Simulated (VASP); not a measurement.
The system is SiC.

```xyz
2
Lattice="0.0000 2.1780 2.1780 2.1780 0.0000 2.1780 2.1780 2.1780 0.0000" Properties=species:S:1:pos:R:3 pbc="T T T"
Si    1.0890    1.0890    1.0890
C     0.0000    0.0000    0.0000
```

Base run:

```yaml
Program: VASP 6.6.1
Functional: r2SCAN
Potentials_or_basis: VASP PAW PBE potentials, release 64 (Si, C)
Cutoff: 520 eV
k_mesh: 8 × 8 × 8
Occupations: gaussian, width 0.01 eV
Spin: no spin polarisation
```

Its results: band gap on the k mesh 1.72 eV, indirect (least direct gap 5.06 eV); pressure -0.1 GPa.

Task: The run is repeated on the same cell with these changes: functional from r2SCAN to PBE; k mesh from 8 × 8 × 8 to 10 × 10 × 10. What comes out?

Result: Band gap on the k mesh 1.36 eV, indirect (least direct gap 4.54 eV); pressure 3.5 GPa.

Several settings changed at once, so the effect can't be laid on one alone.

Caveats: the PAW data sets were made with another functional, which shifts forces and pressure a little (some runs).

A k mesh can miss the band edges.
